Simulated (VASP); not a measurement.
# RbPt3 (Pm-3m) in VASP: notebook

RbPt3 is run at these levels: PBE; tasks: single point, relaxation of cell and atoms.

Program: VASP 6.6.1. These are calculated values, not measurements. Logs are shortened: lines on timing, memory, paths and dates and some standing lists are left out, and cuts for length are marked.

**1. The cell of the first run**

It takes space group Pm-3m (No. 221, cubic). The conventional cell has a = 4.248 Å, b = 4.248 Å, c = 4.248 Å, α = 90.00°, β = 90.00°, γ = 90.00°. Within 4.0 Å of Rb (site symmetry m-3m) lie 12 Pt at 3.00 Å. Within 4.0 Å of Pt (site symmetry 4/mmm) lie 4 Rb at 3.00 Å and 8 Pt at 3.00 Å.

**2. Single point, PBE**

The input, INCAR:

```
SYSTEM = RbPt3
  ALGO = Normal
  EDIFF = 1E-6
  ENCUT = 520
  GGA = PE
  ISIF = 2
  ISMEAR = 0
  LASPH = .TRUE.
  LCHARG = .TRUE.
  LELF = .TRUE.
  LREAL = .FALSE.
  LVHAR = .TRUE.
  LWAVE = .FALSE.
  NBANDS = 28
  NELM = 80
  PREC = Accurate
  SIGMA = 0.1
```

The input, KPOINTS:

```
k-points
0
G
  4 4 4
  0 0 0
```

The input, POSCAR:

```
RbPt3
1.0
    4.2475770866      0.0000000000      0.0000000000
    0.0000000000      4.2475770866      0.0000000000
    0.0000000000      0.0000000000      4.2475770866
Rb Pt
1 3
Direct
    0.0000000000      0.0000000000      0.0000000000
    0.0000000000      0.5000000000      0.5000000000
    0.5000000000      0.0000000000      0.5000000000
    0.5000000000      0.5000000000      0.0000000000
```

Potentials or basis: VASP PAW PBE potentials, release 64 (Rb_sv, Pt).

On the command line:

```sh
cat potpaw_PBE.64/Rb_sv/POTCAR potpaw_PBE.64/Pt/POTCAR > POTCAR
mpirun -np 1 vasp_std > vasp.out
```

OUTCAR:

```text
SYSTEM = RbPt3
   EDIFF = 1E-6
   ENCUT = 520
   GGA = PE
   ISIF = 2
   ISMEAR = 0
   LASPH = .TRUE.
   LREAL = .FALSE.
   NELM = 80
   PREC = Accurate

 ion  position               nearest neighbor table
   1  0.000  0.000  0.000-   2 3.00   3 3.00   4 3.00   2 3.00   3 3.00   2 3.00   4 3.00   2 3.00
                             3 3.00   4 3.00   3 3.00   4 3.00
   2  0.000  0.500  0.500-   1 3.00   3 3.00   4 3.00   1 3.00   4 3.00   1 3.00   3 3.00   1 3.00
                             3 3.00   4 3.00   4 3.00   3 3.00
   3  0.500  0.000  0.500-   1 3.00   2 3.00   4 3.00   1 3.00   4 3.00   2 3.00   4 3.00   4 3.00
                             1 3.00   2 3.00   1 3.00   2 3.00
   4  0.500  0.500  0.000-   1 3.00   2 3.00   3 3.00   2 3.00   3 3.00   1 3.00   3 3.00   3 3.00
                             1 3.00   2 3.00   2 3.00   1 3.00

  LATTYP: Found a simple cubic cell.
 ALAT       =     4.2475770866

  Lattice vectors:

 A1 = (   4.2475770866,   0.0000000000,   0.0000000000)
 A2 = (   0.0000000000,   4.2475770866,   0.0000000000)
 A3 = (   0.0000000000,   0.0000000000,   4.2475770866)

Analysis of symmetry for initial positions (statically):
=====================================================================
 Subroutine PRICEL returns:
 Original cell was already a primitive cell.

 Routine SETGRP: Setting up the symmetry group for a
 simple cubic supercell.

 Subroutine GETGRP returns: Found 48 space group operations
 (whereof 48 operations were pure point group operations)
 out of a pool of 48 trial point group operations.

The static configuration has the point symmetry O_h .

Analysis of symmetry for dynamics (positions and initial velocities):
=====================================================================
 Subroutine PRICEL returns:
 Original cell was already a primitive cell.

 Routine SETGRP: Setting up the symmetry group for a
 simple cubic supercell.

 Subroutine GETGRP returns: Found 48 space group operations
 (whereof 48 operations were pure point group operations)
 out of a pool of 48 trial point group operations.

The dynamic configuration has the point symmetry O_h .

 Subroutine INISYM returns: Found 48 space group operations
 (whereof 48 operations are pure point group operations),
 and found     1 'primitive' translations

----------------------------------------------------------------------------------------

                                     Primitive cell

[... 78 lines left out ...]
   NELM   =     80;   NELMIN=  2; NELMDL= -5     # of ELM steps
   EDIFF  = 0.1E-05   stopping-criterion for ELM
   LREAL  =      F    real-space projection
   EDIFFG = 0.1E-04   stopping-criterion for IOM
   NSW    =      0    number of steps for IOM
   IBRION =     -1    ionic relax: 0-MD 1-quasi-New 2-CG
   NFREE  =      0    steps in history (QN), initial steepest desc. (CG)
   ISIF   =      2    stress and relaxation
   ISYM   =      2    0-nonsym 1-usesym 2-fastsym
   POTIM  = 0.5000    time-step for ionic-motion
   TEBEG  =    0.0;   TEEND  =   0.0 temperature during run
   PSTRESS=    0.0 pullay stress
   NELECT =      39.0000    total number of electrons
   NUPDOWN=      -1.0000    fix difference up-down
   EMIN   =  10.00;   EMAX   =-10.00  energy-range for DOS
   EFERMI =   0.00;   METHOD = LEGACY
   ISMEAR =     0;   SIGMA  =   0.10  broadening in eV -4-tet -1-fermi 0-gaus
   EFERMI_NEDOS =   21; number of points for ismear=-14 and -15
   IALGO  =     38    algorithm
   IMIX   =      4    mixing-type and parameters
     AMIX     =   0.40;   BMIX     =  1.00
     AMIX_MAG =   1.60;   BMIX_MAG =  1.00
  volume/ion in A,a.u.               =      19.16       129.29
  Fermi-wavevector in a.u.,A,eV,Ry     =   1.307039  2.469945 23.243513  1.708350
  Thomas-Fermi vector in A             =   2.437800
   LORBIT       =      0    0 simple, 1 ext, 2 COOP (PROOUT), +10 PAW based schemes
   GGA     = PE    functional components
   LHFCALC =     F    Hartree Fock is set to
   AEXX    =    0.0000 exact exchange contribution
   IVDW    =     0    specifies the selected vdW correction
   LEPSILON=     F    determine dielectric tensor
   LRPA    =     F    only Hartree local field effects (RPA)
 non-spin polarized calculation
 Gauss-broadening in eV      SIGMA  =   0.10
  energy-cutoff  :      520.00
  volume of cell :       76.63
 maximum number of plane-waves:      2103
 NGX is ok and might be reduce to    32
   NGX = 15   NGY = 15   NGZ = 15

 number of electron      39.0000009 magnetization

 Free energy of the ion-electron system (eV)
  ---------------------------------------------------
  ext. energy  EPLUGINS =         0.00000000
  ---------------------------------------------------
  free energy    TOTEN  =       -16.44157105 eV

  energy without entropy =      -16.42581634  energy(sigma->0) =      -16.43369369

 E-fermi :   6.1090     XC(G=0): -11.7783

 val. band max:        6.0020167130   @ k =   0.2500   0.0000   0.0000
 cond. band min:       6.1565417598   @ k =   0.2500   0.2500   0.0000
 fundamental gap:      0.1545250468
 Fermi energy:         6.1089608615

 k-point     1 :       0.0000    0.0000    0.0000
  band No.  band energies     occupation
      1     -19.0239      2.00000
      2      -3.3798      2.00000
      3      -3.3798      2.00000
      4      -3.3798      2.00000
      5      -0.2584      2.00000
      6       2.2262      2.00000
[... 299 lines left out ...]
     27      17.6078      0.00000
     28      17.6078      0.00000

------------------------ aborting loop because EDIFF is reached ----------------------------------------

  FORCE on cell =-STRESS in cart. coord.  units (eV):
  Direction    XX          YY          ZZ          XY          YZ          ZX
  --------------------------------------------------------------------------------------
  -------------------------------------------------------------------------------------
  Total        0.0521627      0.0521627      0.0521627      0.0000000      0.0000000     -0.0000000
  in kB        1.0905532      1.0905532      1.0905532      0.0000000      0.0000000     -0.0000000
  external PRESSURE =       1.0905532 kB  Pullay stress =       0.0000000 kB

 VOLUME and BASIS-vectors are now :
 -----------------------------------------------------------------------------
  energy-cutoff  :      520.00
  volume of cell :       76.63
      direct lattice vectors                 reciprocal lattice vectors
     4.247577087  0.000000000  0.000000000     0.235428335  0.000000000  0.000000000
     0.000000000  4.247577087  0.000000000     0.000000000  0.235428335  0.000000000
     0.000000000  0.000000000  4.247577087     0.000000000  0.000000000  0.235428335

 POSITION                                       TOTAL-FORCE (eV/Angst)
 -----------------------------------------------------------------------------------
      0.00000      0.00000      0.00000         0.000000      0.000000      0.000000
      0.00000      2.12379      2.12379         0.000000      0.000000      0.000000
      2.12379      0.00000      2.12379         0.000000      0.000000      0.000000
      2.12379      2.12379      0.00000         0.000000      0.000000      0.000000
 -----------------------------------------------------------------------------------
    total drift:                                0.000000     -0.000000     -0.000000

  FREE ENERGIE OF THE ION-ELECTRON SYSTEM (eV)
  ---------------------------------------------------
  free  energy   TOTEN  =       -16.4415710456 eV

  energy  without entropy=      -16.4258163364  energy(sigma->0) =      -16.43369369
```

It took 18 s on 1 thread of Oxide Virtual Turin-like, shared host; peak memory 0.14 GiB.

Results:

```yaml
Free_energy: -16.4416 eV
Pressure: 0.1 GPa
Band_gap_on_the_k_mesh: zero (an odd number of electrons rules out a gap without spin polarisation)
```

Levels at points of the mesh, in eV from the Fermi level:
| k point | band 16 | band 17 | band 18 | band 19 | band 20 | band 21 | band 22 | band 23 |
| --- | --- | --- | --- | --- | --- | --- | --- | --- |
| (0.00, 0.00, 0.00) | -0.42 | 0.32 | 0.60 | 0.60 | 0.60 | 4.34 | 4.34 | 4.34 |
| (0.50, 0.00, 0.00) | -1.05 | -0.81 | -0.81 | -0.80 | -0.29 | 0.60 | 4.77 | 4.77 |
| (0.50, 0.50, 0.00) | -1.29 | -1.06 | -1.06 | -0.89 | -0.77 | 1.54 | 2.32 | 2.32 |
| (0.50, 0.50, 0.50) | -0.95 | 0.32 | 0.32 | 0.32 | 0.48 | 3.19 | 3.19 | 3.19 |

Caveat: the k points lie up to 0.37 Å⁻¹ apart, too coarse for converged energies and pressures of a metal; spin-orbit coupling is left out, which moves the levels of the heavy elements.

**3. Single point, PBE**

This run uses another cell than the first one, of 21.18 Å³/atom.

The input, INCAR:

```
PREC = Accurate
ENCUT = 520
EDIFF = 1E-6
ISMEAR = 0
SIGMA = 0.1
LREAL = F
LASPH = T
NELM = 60
ALGO = Normal
ISIF = 2
LWAVE = F
LCHARG = T
GGA = PE
LELF = T
LVHAR = T
NBANDS = 28
```

The input, KPOINTS:

```
regular mesh
0
Gamma
  4 4 4
```

The input, POSCAR:

```
RbPt3
1.0
    4.3917528874      0.0000000000      0.0000000000
    0.0000000000      4.3917528874      0.0000000000
    0.0000000000      0.0000000000      4.3917528874
Rb Pt
1 3
Direct
    0.0000000000      0.0000000000      0.0000000000
    0.0000000000      0.5000000000      0.5000000000
    0.5000000000      0.0000000000      0.5000000000
    0.5000000000      0.5000000000      0.0000000000
```

Potentials or basis: VASP PAW PBE potentials, release 64 (Rb_sv, Pt).

On the command line:

```sh
cat potpaw_PBE.64/Rb_sv/POTCAR potpaw_PBE.64/Pt/POTCAR > POTCAR
mpirun -np 1 vasp_std > vasp.out
```

It took 18 s on 1 thread of Oxide Virtual Turin-like, shared host; peak memory 0.17 GiB.

Results (log left out):

```
Free energy            : -16.2327 eV
Pressure               : -7.6 GPa
Band gap on the k mesh : zero (an odd number of electrons rules out a gap without spin polarisation)
```

Levels at points of the mesh, in eV from the Fermi level:
```
           k point  band 17  band 18  band 19  band 20  band 21  band 22
(0.00, 0.00, 0.00)     0.25     0.48     0.48     0.48     4.18     4.18
(0.50, 0.00, 0.00)    -0.83    -0.73    -0.73    -0.27     0.48     4.70
(0.50, 0.50, 0.00)    -0.99    -0.99    -0.76    -0.66     1.70     1.96
(0.50, 0.50, 0.50)     0.25     0.25     0.25     0.76     2.79     2.79
```

Caveat: the cell stands under tension; spin-orbit coupling is left out, which moves the levels of the heavy elements.

[end of part 1 of 2]

The gap in the log of VASP goes by the Fermi energy; the results here count the filled bands.